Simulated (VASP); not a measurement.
# CdPd3 (Pm-3m) in VASP: notebook, part 2 of 2

VASP 6.6.1. The steps go on from the part before.

### 3 Relaxation of volume and atoms at fixed shape, LDA

This run uses another cell than the first one, of 15.96 Å³/atom, 1.065 times its volume.

INCAR

```
  PREC = Accurate
  ENCUT = 600
  EDIFF = 1E-6
  ISMEAR = 0
  SIGMA = 0.1
  LREAL = False
  LASPH = True
  NELM = 80
  ALGO = Normal
  ISIF = 8
  LWAVE = False
  LCHARG = False
  IBRION = 2
  NSW = 80
  EDIFFG = -0.02
```

KPOINTS

```
regular mesh
0
Gamma
  6 6 6
```

POSCAR

```
CdPd3
1.0
    3.9969730000      0.0000000000      0.0000000000
    0.0000000000      3.9969730000      0.0000000000
    0.0000000000      0.0000000000      3.9969730000
Cd Pd
1 3
Direct
    0.0000000000      0.0000000000      0.0000000000
    0.0000000000      0.5000000000      0.5000000000
    0.5000000000      0.0000000000      0.5000000000
    0.5000000000      0.5000000000      0.0000000000
```

Potentials or basis: VASP PAW LDA potentials, release 64 (Cd, Pd).

The run is started by

```bash
$ cat potpaw_LDA.64/Cd/POTCAR potpaw_LDA.64/Pd/POTCAR > POTCAR
$ mpirun -np 1 vasp_std > vasp.out
```

OUTCAR:

```text
PREC = Accurate
   ENCUT = 600
   EDIFF = 1E-6
   ISMEAR = 0
   LREAL = False
   LASPH = True
   NELM = 80
   ISIF = 8
   IBRION = 2
   NSW = 80
   EDIFFG = -0.02

 ion  position               nearest neighbor table
   1  0.000  0.000  0.000-   2 2.83   3 2.83   4 2.83   2 2.83   3 2.83   2 2.83   4 2.83   2 2.83
                             3 2.83   4 2.83   3 2.83   4 2.83
   2  0.000  0.500  0.500-   1 2.83   3 2.83   4 2.83   1 2.83   4 2.83   1 2.83   3 2.83   1 2.83
                             3 2.83   4 2.83   4 2.83   3 2.83
   3  0.500  0.000  0.500-   1 2.83   2 2.83   4 2.83   1 2.83   4 2.83   2 2.83   4 2.83   4 2.83
                             1 2.83   2 2.83   1 2.83   2 2.83
   4  0.500  0.500  0.000-   1 2.83   2 2.83   3 2.83   2 2.83   3 2.83   1 2.83   3 2.83   3 2.83
                             1 2.83   2 2.83   2 2.83   1 2.83

  LATTYP: Found a simple cubic cell.
 ALAT       =     3.9969730000

  Lattice vectors:

 A1 = (   3.9969730000,   0.0000000000,   0.0000000000)
 A2 = (   0.0000000000,   3.9969730000,   0.0000000000)
 A3 = (   0.0000000000,   0.0000000000,   3.9969730000)

Analysis of symmetry for initial positions (statically):
=====================================================================
 Subroutine PRICEL returns:
 Original cell was already a primitive cell.

 Routine SETGRP: Setting up the symmetry group for a
 simple cubic supercell.

 Subroutine GETGRP returns: Found 48 space group operations
 (whereof 48 operations were pure point group operations)
 out of a pool of 48 trial point group operations.

The static configuration has the point symmetry O_h .

Analysis of symmetry for dynamics (positions and initial velocities):
=====================================================================
 Subroutine PRICEL returns:
 Original cell was already a primitive cell.

 Routine SETGRP: Setting up the symmetry group for a
 simple cubic supercell.

 Subroutine GETGRP returns: Found 48 space group operations
 (whereof 48 operations were pure point group operations)
 out of a pool of 48 trial point group operations.

The dynamic configuration has the point symmetry O_h .

 Subroutine INISYM returns: Found 48 space group operations
 (whereof 48 operations are pure point group operations),
 and found     1 'primitive' translations

----------------------------------------------------------------------------------------

                                     Primitive cell

  volume of cell :      63.8548

  direct lattice vectors                    reciprocal lattice vectors
     3.996973000  0.000000000  0.000000000     0.250189331  0.000000000  0.000000000
     0.000000000  3.996973000  0.000000000     0.000000000  0.250189331  0.000000000
     0.000000000  0.000000000  3.996973000     0.000000000  0.000000000  0.250189331

  length of vectors
     3.996973000  3.996973000  3.996973000     0.250189331  0.250189331  0.250189331

  position of ions in fractional coordinates (direct lattice)
     0.000000000  0.000000000  0.000000000
     0.000000000  0.500000000  0.500000000
     0.500000000  0.000000000  0.500000000
     0.500000000  0.500000000  0.000000000

  ion indices of the primitive-cell ions
   primitive index   ion index
                 1           1
                 2           2
                 3           3
                 4           4

----------------------------------------------------------------------------------------

 KPOINTS: regular mesh

Automatic generation of k-mesh.
 Grid dimensions read from file:
 generate k-points for:    6    6    6

 Generating k-lattice:

  Cartesian coordinates                     Fractional coordinates (reciprocal lattice)
     0.041698222  0.000000000  0.000000000     0.166666667  0.000000000  0.000000000
     0.000000000  0.041698222  0.000000000     0.000000000  0.166666667  0.000000000
     0.000000000  0.000000000  0.041698222     0.000000000  0.000000000  0.166666667

  Length of vectors
     0.041698222  0.041698222  0.041698222

  Shift w.r.t. Gamma in fractional coordinates (k-lattice)
     0.000000000  0.000000000  0.000000000

 Subroutine IBZKPT returns following result:
 ===========================================

 Found     20 irreducible k-points:

 Following reciprocal coordinates:
            Coordinates               Weight
  0.000000  0.000000  0.000000      1.000000
  0.166667  0.000000  0.000000      6.000000
  0.333333  0.000000  0.000000      6.000000
  0.500000  0.000000  0.000000      3.000000
  0.166667  0.166667  0.000000     12.000000
  0.333333  0.166667  0.000000     24.000000
[... 12 lines left out ...]
  0.500000  0.500000  0.333333      6.000000
  0.500000  0.500000  0.500000      1.000000
   k-points           NKPTS =     20   k-points in BZ     NKDIM =     20   number of bands    NBANDS=     25
   number of dos      NEDOS =    301   number of ions     NIONS =      4
   total plane-waves  NPLWV =  32768
   dimension x,y,z NGX =    32 NGY =   32 NGZ =   32
   dimension x,y,z NGXF=    64 NGYF=   64 NGZF=   64
   ions per type =               1   3
   NGX,Y,Z   is equivalent  to a cutoff of  13.31, 13.31, 13.31 a.u.
   NGXF,Y,Z  is equivalent  to a cutoff of  26.62, 26.62, 26.62 a.u.
 SYSTEM =  unknown system
   PREC   = accura    normal or accurate (medium, high low for compatibility)
   ISTART =      0    job   : 0-new  1-cont  2-samecut
   ICHARG =      2    charge: 1-file 2-atom 10-const
   ISPIN  =      1    spin polarized calculation?
   LNONCOLLINEAR =      F non collinear calculations
   LSORBIT =      F    spin-orbit coupling
   LASPH  =      T    aspherical Exc in radial PAW
   ENCUT  =  600.0 eV  44.10 Ry    6.64 a.u.   7.98  7.98  7.98*2*pi/ulx,y,z
   NELM   =     80;   NELMIN=  2; NELMDL= -5     # of ELM steps
   EDIFF  = 0.1E-05   stopping-criterion for ELM
   LREAL  =      F    real-space projection
   EDIFFG = -.2E-01   stopping-criterion for IOM
   NSW    =     80    number of steps for IOM
   IBRION =      2    ionic relax: 0-MD 1-quasi-New 2-CG
   NFREE  =      1    steps in history (QN), initial steepest desc. (CG)
   ISIF   =      8    stress and relaxation
   ISYM   =      2    0-nonsym 1-usesym 2-fastsym
   POTIM  = 0.5000    time-step for ionic-motion
   TEBEG  =    0.0;   TEEND  =   0.0 temperature during run
   PSTRESS=    0.0 pullay stress
   NELECT =      42.0000    total number of electrons
   NUPDOWN=      -1.0000    fix difference up-down
   EMIN   =  10.00;   EMAX   =-10.00  energy-range for DOS
   EFERMI =   0.00;   METHOD = LEGACY
   ISMEAR =     0;   SIGMA  =   0.10  broadening in eV -4-tet -1-fermi 0-gaus
   EFERMI_NEDOS =   21; number of points for ismear=-14 and -15
   IALGO  =     38    algorithm
   IMIX   =      4    mixing-type and parameters
     AMIX     =   0.40;   BMIX     =  1.00
     AMIX_MAG =   1.60;   BMIX_MAG =  1.00
  volume/ion in A,a.u.               =      15.96       107.73
  Fermi-wavevector in a.u.,A,eV,Ry     =   1.423727  2.690454 27.578989  2.026998
  Thomas-Fermi vector in A             =   2.544294
   LORBIT       =      0    0 simple, 1 ext, 2 COOP (PROOUT), +10 PAW based schemes
   GGA     = CA    functional components
   LHFCALC =     F    Hartree Fock is set to
   AEXX    =    0.0000 exact exchange contribution
   IVDW    =     0    specifies the selected vdW correction
   LEPSILON=     F    determine dielectric tensor
   LRPA    =     F    only Hartree local field effects (RPA)
 conjugate gradient relaxation of ions
 non-spin polarized calculation
 Gauss-broadening in eV      SIGMA  =   0.10
  energy-cutoff  :      600.00
  volume of cell :       63.85
 maximum number of plane-waves:      2176
 NGX is ok and might be reduce to    32
   NGX = 15   NGY = 15   NGZ = 15

--------------------------------------- Ionic step        1  -------------------------------------------

 number of electron      42.0000008 magnetization

 Free energy of the ion-electron system (eV)
  ---------------------------------------------------
  ext. energy  EPLUGINS =         0.00000000
  ---------------------------------------------------
  free energy    TOTEN  =       -21.84481296 eV

  energy without entropy =      -21.81402274  energy(sigma->0) =      -21.82941785

------------------------ aborting loop because EDIFF is reached ----------------------------------------

  FORCE on cell =-STRESS in cart. coord.  units (eV):
  Direction    XX          YY          ZZ          XY          YZ          ZX
  --------------------------------------------------------------------------------------
  -------------------------------------------------------------------------------------
  Total       -3.6354648     -3.6354648     -3.6354648      0.0000000      0.0000000      0.0000000
  in kB      -91.2172296    -91.2172296    -91.2172296      0.0000000      0.0000000      0.0000000
  external PRESSURE =     -91.2172296 kB  Pullay stress =       0.0000000 kB
[... 61 lines left out ...]
  energy  without entropy=      -21.6911949915  energy(sigma->0) =      -21.70535441

--------------------------------------- Ionic step        3  -------------------------------------------

 number of electron      42.0000010 magnetization

 Free energy of the ion-electron system (eV)
  ---------------------------------------------------
  ext. energy  EPLUGINS =         0.00000000
  ---------------------------------------------------
  free energy    TOTEN  =       -21.95192374 eV

  energy without entropy =      -21.92203513  energy(sigma->0) =      -21.93697943

 E-fermi :   8.0410     XC(G=0): -13.3635

 val. band max:        8.0275802190   @ k =   0.5000   0.5000   0.5000
 cond. band min:       8.0710952662   @ k =   0.3333   0.3333   0.3333
 fundamental gap:      0.0435150471
 Fermi energy:         8.0410169145

 k-point     1 :       0.0000    0.0000    0.0000
  band No.  band energies     occupation
      1      -0.6189      2.00000
      2      -0.6189      2.00000
      3      -0.4010      2.00000
      4      -0.4010      2.00000
      5      -0.4010      2.00000
      6      -0.0794      2.00000
[... 580 lines left out ...]
  FREE ENERGIE OF THE ION-ELECTRON SYSTEM (eV)
  ---------------------------------------------------
  free  energy   TOTEN  =       -21.9519237372 eV

  energy  without entropy=      -21.9220351319  energy(sigma->0) =      -21.93697943

 reached required accuracy - stopping structural energy minimisation
```

Wall time 76 s (1 thread of Intel Xeon 8259CL, shared host); peak memory 0.18 GiB.

What came out:

```
Free energy                            : -21.9519 eV
Relaxed volume                         : 15.10 Å³/atom
Relaxed cell                           : a = 3.923 Å, b = 3.923 Å, c = 3.923 Å, α = 90.00°, β = 90.00°, γ = 90.00°
Space group after relaxing (to 0.05 Å) : Pm-3m (No. 221)
Energy gained by relaxing              : 26.8 meV/atom
Ionic steps                            : 3
Pressure after relaxing                : -0.2 GPa
Band gap on the k mesh                 : zero (band 21 reaches 8.48 eV, above the bottom of band 22 at 7.90 eV)
```

The path:
| step | energy change (eV) | largest force (eV/Å) | pressure (GPa) | volume (Å³) |
| --- | --- | --- | --- | --- |
| 1 | 0.0000 | 0.0000 | -9.12 | 63.85 |
| 2 | 0.1253 | 0.0000 | 17.95 | 55.82 |
| 3 | -0.1071 | 0.0000 | -0.20 | 60.39 |

Final structure:
```cif
data_structure
_symmetry_space_group_name_H-M 'P 1'
_symmetry_Int_Tables_number 1
_cell_length_a 3.9233
_cell_length_b 3.9233
_cell_length_c 3.9233
_cell_angle_alpha 90.000
_cell_angle_beta 90.000
_cell_angle_gamma 90.000
_cell_volume 60.39
loop_
_atom_site_label
_atom_site_type_symbol
_atom_site_fract_x
_atom_site_fract_y
_atom_site_fract_z
_atom_site_occupancy
Cd1 Cd 0.00000 0.00000 0.00000 1
Pd1 Pd 0.00000 0.50000 0.50000 1
Pd2 Pd 0.50000 0.00000 0.50000 1
Pd3 Pd 0.50000 0.50000 0.00000 1
```

Levels at points of the mesh, in eV from the Fermi level:
```csv
k point,band 19,band 20,band 21,band 22,band 23,band 24
"(0.00, 0.00, 0.00)",0.31,0.31,0.31,2.19,2.19,2.19
"(0.50, 0.00, 0.00)",-1.56,-1.35,-0.61,0.32,7.27,7.27
"(0.50, 0.50, 0.00)",-1.29,-1.24,0.35,0.51,1.89,1.89
"(0.50, 0.50, 0.50)",-0.26,-0.26,-0.01,-0.01,-0.01,0.89
```
